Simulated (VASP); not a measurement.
# SiC (P6_3mc) in VASP: further runs, part 2 of 2

VASP 6.6.1.

**5. Single point, PBE (volume 9.662 Å^3 an atom, c/a of the conventional cell 1.5145)**

The input, INCAR:

```
ALGO = Normal
EDIFF = 1E-7
ENCUT = 520
GGA = PE
ISIF = 2
ISMEAR = 0
LASPH = True
LCHARG = False
LREAL = False
LWAVE = False
NBANDS = 16
NELM = 80
PREC = Accurate
SIGMA = 0.05
```

The input, KPOINTS:

```
k-points
0
Gamma
  12 12 6
```

The input, POSCAR:

```
SiC
1.0
    3.0886998361      0.0000000000      0.0000000000
   -1.5443499180      2.6748925227      0.0000000000
    0.0000000000      0.0000000000      4.6778359017
Si C
2 2
Direct
    0.3333333333      0.6666666667     -0.0020672675
    0.6666666667      0.3333333333      0.4979327325
    0.3333333333      0.6666666667      0.3870672675
    0.6666666667      0.3333333333      0.8870672675
```

Potentials or basis: VASP PAW PBE potentials, release 64 (Si, C).

Launch:

```sh
cat potpaw_PBE.64/Si/POTCAR potpaw_PBE.64/C/POTCAR > POTCAR
mpirun -np 1 vasp_std > vasp.out
```

OUTCAR:

```text
EDIFF = 1E-7
   ENCUT = 520
   GGA = PE
   ISIF = 2
   ISMEAR = 0
   LASPH = True
   LREAL = False
   NELM = 80
   PREC = Accurate

 ion  position               nearest neighbor table
   1  0.333  0.667  0.998-   3 1.82   4 1.86   4 1.86   4 1.86   2 2.94   2 2.94   2 2.94   2 2.94
                             2 2.94   2 2.94
   2  0.667  0.333  0.498-   4 1.82   3 1.86   3 1.86   3 1.86   1 2.94   1 2.94   1 2.94   1 2.94
                             1 2.94   1 2.94
   3  0.333  0.667  0.387-   1 1.82   2 1.86   2 1.86   2 1.86
   4  0.667  0.333  0.887-   2 1.82   1 1.86   1 1.86   1 1.86

  LATTYP: Found a hexagonal cell.
 ALAT       =     3.0886998361
 C/A-ratio  =     1.5145000000

  Lattice vectors:

 A1 = (   3.0886998361,   0.0000000000,   0.0000000000)
 A2 = (  -1.5443499180,   2.6748925227,   0.0000000000)
 A3 = (   0.0000000000,   0.0000000000,   4.6778359017)

Analysis of symmetry for initial positions (statically):
=====================================================================
 Subroutine PRICEL returns:
 Original cell was already a primitive cell.

 Routine SETGRP: Setting up the symmetry group for a
 hexagonal supercell.

 Subroutine GETGRP returns: Found 12 space group operations
 (whereof  6 operations were pure point group operations)
 out of a pool of 24 trial point group operations.

The static configuration has the point symmetry C_3v.
 The point group associated with its full space group is C_6v.

Analysis of symmetry for dynamics (positions and initial velocities):
=====================================================================
 Subroutine PRICEL returns:
 Original cell was already a primitive cell.

 Routine SETGRP: Setting up the symmetry group for a
 hexagonal supercell.

 Subroutine GETGRP returns: Found 12 space group operations
 (whereof  6 operations were pure point group operations)
[... 121 lines left out ...]
   EFERMI =   0.00;   METHOD = LEGACY
   ISMEAR =     0;   SIGMA  =   0.05  broadening in eV -4-tet -1-fermi 0-gaus
   EFERMI_NEDOS =   21; number of points for ismear=-14 and -15
   IALGO  =     38    algorithm
   IMIX   =      4    mixing-type and parameters
     AMIX     =   0.40;   BMIX     =  1.00
     AMIX_MAG =   1.60;   BMIX_MAG =  1.00
  volume/ion in A,a.u.               =       9.66        65.20
  Fermi-wavevector in a.u.,A,eV,Ry     =   1.220129  2.305710 20.255201  1.488715
  Thomas-Fermi vector in A             =   2.355357
   LORBIT       =      0    0 simple, 1 ext, 2 COOP (PROOUT), +10 PAW based schemes
   GGA     = PE    functional components
   LHFCALC =     F    Hartree Fock is set to
   AEXX    =    0.0000 exact exchange contribution
   IVDW    =     0    specifies the selected vdW correction
   LEPSILON=     F    determine dielectric tensor
   LRPA    =     F    only Hartree local field effects (RPA)
 non-spin polarized calculation
 Gauss-broadening in eV      SIGMA  =   0.05
  energy-cutoff  :      520.00
  volume of cell :       38.65
 maximum number of plane-waves:      1056
 NGX is ok and might be reduce to    24
   NGX = 11   NGY = 11   NGZ = 17

 number of electron      15.9999999 magnetization

 Free energy of the ion-electron system (eV)
  ---------------------------------------------------
  ext. energy  EPLUGINS =         0.00000000
  ---------------------------------------------------
  free energy    TOTEN  =       -29.64317073 eV

  energy without entropy =      -29.64317073  energy(sigma->0) =      -29.64317073

 E-fermi :   9.7979     XC(G=0): -11.6431

 val. band max:        9.5997176828   @ k =   0.0000   0.0000   0.0000
 cond. band min:      11.2719799089   @ k =   0.5000  -0.0000   0.0000
 fundamental gap:      1.6722622261
 Fermi energy:         9.7979197057

 k-point     1 :       0.0000    0.0000    0.0000
  band No.  band energies     occupation
      1      -7.0808      2.00000
      2      -2.6047      2.00000
      3       0.3118      2.00000
      4       7.0919      2.00000
      5       7.0919      2.00000
      6       8.8477      2.00000
[... 433 lines left out ...]
      3       1.3799      2.00000
      4       3.4051      2.00000
      5       4.2553      2.00000
      6       5.5801      2.00000
[... 8 lines left out ...]
     15      21.0257      0.00000
     16      21.5621      0.00000

 [... further k-points ...]
[... 5 lines left out ...]
  --------------------------------------------------------------------------------------
  -------------------------------------------------------------------------------------
  Total        1.7420668      1.7420668     11.2678133      0.0000000     -0.0000000      0.0000000
  in kB       72.2184830     72.2184830    467.1143405      0.0000000     -0.0000000      0.0000000
  external PRESSURE =     203.8504355 kB  Pullay stress =       0.0000000 kB

 VOLUME and BASIS-vectors are now :
 -----------------------------------------------------------------------------
  energy-cutoff  :      520.00
  volume of cell :       38.65
      direct lattice vectors                 reciprocal lattice vectors
     3.088699836  0.000000000  0.000000000     0.323760823  0.186923398  0.000000000
    -1.544349918  2.674892523  0.000000000     0.000000000  0.373846796  0.000000000
     0.000000000  0.000000000  4.677835902     0.000000000  0.000000000  0.213774066

 POSITION                                       TOTAL-FORCE (eV/Angst)
 -----------------------------------------------------------------------------------
     -0.00000      1.78326      4.66817        -0.000000     -0.000000      0.003183
      1.54435      0.89163      2.32925         0.000000      0.000000      0.003183
     -0.00000      1.78326      1.81064        -0.000000      0.000000     -0.003183
      1.54435      0.89163      4.14956         0.000000     -0.000000     -0.003183
 -----------------------------------------------------------------------------------
    total drift:                               -0.000000      0.000000     -0.000010

  FREE ENERGIE OF THE ION-ELECTRON SYSTEM (eV)
  ---------------------------------------------------
  free  energy   TOTEN  =       -29.6431707305 eV

  energy  without entropy=      -29.6431707305  energy(sigma->0) =      -29.64317073
```

stdout:

```text
POSCAR found type information on POSCAR SiC
 POSCAR found :  2 types and       4 ions
 scaLAPACK will be used
 LDA part: xc-table for (Slater+PW92), standard interpolation
 POSCAR, INCAR and KPOINTS ok, starting setup
 FFT: planning ... GRIDC
 FFT: planning ... GRID_SOFT
 FFT: planning ... GRID
 WAVECAR not read
 entering main loop
```

It took 15 s on 1 thread of Intel Xeon 6975P-C (Granite Rapids), shared host; peak memory 0.17 GiB.

What came out:

- Free energy: -29.6432 eV
- Pressure: 20.4 GPa
- Largest force: 0.003 eV/Å
- Band gap on the k mesh: 1.67 eV, indirect (least direct gap 3.41 eV)

Forces on the atoms (eV/Å):
```
Si   0.000  0.000  0.003
Si   0.000  0.000  0.003
C    0.000  0.000 -0.003
C    0.000  0.000 -0.003
```

Stress tensor (GPa, compression positive):
```
 7.22  0.00  0.00
 0.00  7.22  0.00
 0.00  0.00 46.71
```

 A k mesh can miss the band edges.

**6. Single point, PBE (volume 9.662 Å^3 an atom, c/a of the conventional cell 1.7779)**

The input, INCAR:

```
SYSTEM = SiC
  PREC = Accurate
  ENCUT = 520
  EDIFF = 1E-7
  ISMEAR = 0
  SIGMA = 0.05
  LREAL = .False.
  LASPH = .True.
  NELM = 80
  ALGO = Normal
  ISIF = 2
  LWAVE = .False.
  LCHARG = .False.
  GGA = PE
  NBANDS = 16
```

The input, KPOINTS:

```
Automatic mesh
0
Gamma
  12 12 6
  0 0 0
```

The input, POSCAR:

```
SiC
1.0
    2.9279457180      0.0000000000      0.0000000000
   -1.4639728590      2.5356753727      0.0000000000
    0.0000000000      0.0000000000      5.2055946920
Si C
2 2
Direct
    0.3333333333      0.6666666667      0.0092607388
    0.6666666667      0.3333333333      0.5092607388
    0.3333333333      0.6666666667      0.3757392612
    0.6666666667      0.3333333333      0.8757392612
```

Potentials or basis: VASP PAW PBE potentials, release 64 (Si, C).

Launch:

```sh
cat potpaw_PBE.64/Si/POTCAR potpaw_PBE.64/C/POTCAR > POTCAR
mpirun -np 1 vasp_std > vasp.out
```

Wall time 16 s (1 thread of Intel Xeon 6975P-C (Granite Rapids), shared host); peak memory 0.17 GiB.

The run converged. Its results:

```
Free energy            : -29.6098 eV
Pressure               : 21.5 GPa
Largest force          : 0.006 eV/Å
Band gap on the k mesh : 1.40 eV, indirect (least direct gap 4.26 eV)
```

Forces in eV/Å, atoms in the order of the input:
```
Si   0.000  0.000 -0.006
Si   0.000  0.000 -0.006
C    0.000  0.000  0.006
C    0.000  0.000  0.006
```

Stress tensor (GPa, compression positive):
```
36.87  0.00  0.00
 0.00 36.87  0.00
 0.00  0.00 -9.19
```

Levels at points of the mesh, in eV from the valence-band top:
| k point | band 4 | band 5 | band 6 | band 7 | band 8 | band 9 | band 10 | band 11 | band 12 | band 13 |
| --- | --- | --- | --- | --- | --- | --- | --- | --- | --- | --- |
| (0.00, 0.00, 0.00) | -1.13 | -1.01 | -1.01 | 0.00 | 0.00 | 4.66 | 6.41 | 7.52 | 7.52 | 8.64 |
| (0.50, 0.00, 0.00) | -7.12 | -6.00 | -3.91 | -3.23 | -1.43 | 3.21 | 3.32 | 7.21 | 7.25 | 8.85 |
| (0.00, 0.00, 0.50) | -5.67 | -0.54 | -0.54 | -0.54 | -0.54 | 7.04 | 7.04 | 8.10 | 8.10 | 8.10 |
| (0.50, 0.00, 0.50) | -8.84 | -3.17 | -3.17 | -2.47 | -2.47 | 2.67 | 2.67 | 5.22 | 5.22 | 10.25 |

**7. Summary**

```tsv
cell	gap on the mesh (eV)	pressure (GPa)
a = 2.917, b = 2.917, c = 4.787 Å, angles 90.0, 90.0, 120.0°, 4 atoms	1.96	51.9
a = 2.957, b = 2.957, c = 4.661 Å, angles 90.0, 90.0, 120.0°, 4 atoms	1.94	51.5
a = 2.879, b = 2.879, c = 4.917 Å, angles 90.0, 90.0, 120.0°, 4 atoms	1.51	52.1
a = 3.089, b = 3.089, c = 4.678 Å, angles 90.0, 90.0, 120.0°, 4 atoms	1.67	20.4
a = 2.928, b = 2.928, c = 5.206 Å, angles 90.0, 90.0, 120.0°, 4 atoms	1.40	21.5
```

Alike in all rows: task single point; level PBE; potentials or basis VASP PAW PBE potentials, release 64 (Si, C); no spin polarisation; k mesh 12 × 12 × 6; cutoff (eV) 520; smearing gaussian 0.05 eV.

Total energies depend on the potentials used, so only differences within one code and one set of settings carry meaning.
